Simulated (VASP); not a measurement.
# Al: single point with PBEsol

Crystal: Al.

```
Al
1.0
     0.00000    2.00721    2.00721
     2.00721    0.00000    2.00721
     2.00721    2.00721    0.00000
Al
1
Direct
  0.00000 0.00000 0.00000
```

```
Program             : VASP 6.6.1
Task                : single point
Functional          : PBEsol
Potentials or basis : VASP PAW PBE potentials, release 64 (Al)
Cutoff              : 520 eV
k mesh              : 24 × 24 × 24
Occupations         : fermi-dirac, width 0.05 eV
Spin                : no spin polarisation
```

```json
{"Pressure": "0.0 GPa", "Band gap on the k mesh": "zero (an odd number of electrons rules out a gap without spin polarisation)"}
```

Levels at points of the mesh, in eV from the Fermi level:
```
           k point  band 1  band 2  band 3  band 4  band 5
(0.00, 0.00, 0.00)  -11.28   12.70   12.70   12.70   14.34
(0.50, 0.00, 0.00)   -4.68   -4.41   11.52   11.52   11.60
(0.50, 0.50, 0.00)   -2.98   -1.62    5.25    5.67    5.67
```

It took 37 s on 1 thread of Intel Xeon 8259CL (shared host), peak memory 0.16 GiB.

Caveat: the PAW data sets were made with another functional, which shifts forces and pressure a little.
